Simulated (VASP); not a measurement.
Crystal: GdO.

```
Gd O
1.0
     0.00000    2.70000    2.70000
     2.70000    0.00000    2.70000
     2.70000    2.70000    0.00000
Gd O
1 1
Direct
  0.00000 0.00000 0.00000
  0.25000 0.25000 0.25000
```

Base run:

| Property | Result |
| --- | --- |
| Program | VASP 6.6.1 |
| Functional | r2SCAN50 |
| Potentials or basis | VASP PAW PBE potentials, release 64 (Gd, O) |
| Cutoff | 520 eV |
| k mesh | 5 × 5 × 5 |
| Occupations | fermi-dirac, width 0.05 eV |
| Spin | collinear spin, ferromagnetic start |
| Starting moments | [7.0, 0.0] μB |

Its results: band gap on the k mesh 1.94 eV (least direct gap 4.24 eV); pressure -3.3 GPa; net moment 8.00 μB per cell; site moments Gd +7.05; O +0.05 μB.

Q: The run is repeated on the same cell with these changes: functional from r2SCAN50 to r2SCANh; share of exact exchange from 0.5 to 0.1. What comes out?

A: Band gap on the k mesh zero (filled and empty bands overlap); pressure -2.5 GPa; net moment 7.98 μB per cell; site moments Gd +7.01; O +0.03 μB.

Caveats: some runs use coarse meshes; the PAW data sets were made with another functional, which shifts forces and pressure a little; spin-orbit coupling is left out, which moves the levels of the heavy elements; a cell with one magnetic atom can't hold antiferromagnetic order, which such compounds often take; the cell stands under tension (at least some runs); an odd mesh through Γ misses points on the zone boundary, where band edges can lie (at least some runs).
